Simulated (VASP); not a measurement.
Set up this calculation in VASP 6.6.1, as the native input.

```yaml
Task: relaxation of cell and atoms
Functional: PBE
Potentials_or_basis: VASP PAW PBE potentials, release 64 (S)
Cutoff: 600 eV
k_mesh: 17 × 17 × 17
Occupations: fermi-dirac, width 0.08 eV
Spin: no spin polarisation
Target_pressure: 2.3 GPa
Dipole_correction: no
Further_INCAR_settings: ALGO = Normal; EDIFF = 1e-07; IBRION = 2; EDIFFG = -0.005; NSW = 32; ISIF = 3
```

The structure of S lies in POSCAR:

```
S
1.0
   -1.5648188828      1.5648188828      1.5648188828
    1.5648188828     -1.5648188828      1.5648188828
    1.5648188828      1.5648188828     -1.5648188828
S
1
Direct
    0.0000000000      0.0000000000      0.0000000000
```

One way to write it, as run:

INCAR

```
SYSTEM = S
PREC = Accurate
ENCUT = 600
EDIFF = 1E-7
ISMEAR = -1
SIGMA = 0.08
LREAL = .FALSE.
LASPH = .TRUE.
NELM = 80
ALGO = Normal
ISIF = 3
LWAVE = .FALSE.
LCHARG = .FALSE.
GGA = PE
IBRION = 2
NSW = 32
EDIFFG = -0.005
PSTRESS = 23.0
```

KPOINTS

```
regular mesh
0
G
  17 17 17
  0 0 0
```

Potentials or basis: VASP PAW PBE potentials, release 64 (S).

Run with:

```bash
$ cat potpaw_PBE.64/S/POTCAR > POTCAR
$ mpirun -np 1 vasp_std > vasp.out
```

It gave:

The relaxed volume is 15.30 Å³/atom and the relaxed cell is a = 2.709 Å, b = 2.709 Å, c = 2.709 Å, α = 109.47°, β = 109.47°, γ = 109.47°. The space group after relaxing (to 0.05 Å) is Im-3m (No. 229), the energy change on relaxing (the enthalpy is what falls) is +0.4 meV/atom and the ionic steps are 2. The pressure after relaxing is 2.3 GPa. The band gap on the k mesh is zero (band 3 reaches 11.35 eV, above the bottom of band 4 at 4.09 eV).

Caveat: the cell is relaxed towards a set pressure, so the enthalpy falls and the energy may rise.

Wall time 9.6 s on 1 thread of Intel(R) Xeon(R) 6975P-C (Granite Rapids), on a shared host, peak memory 0.14 GiB.
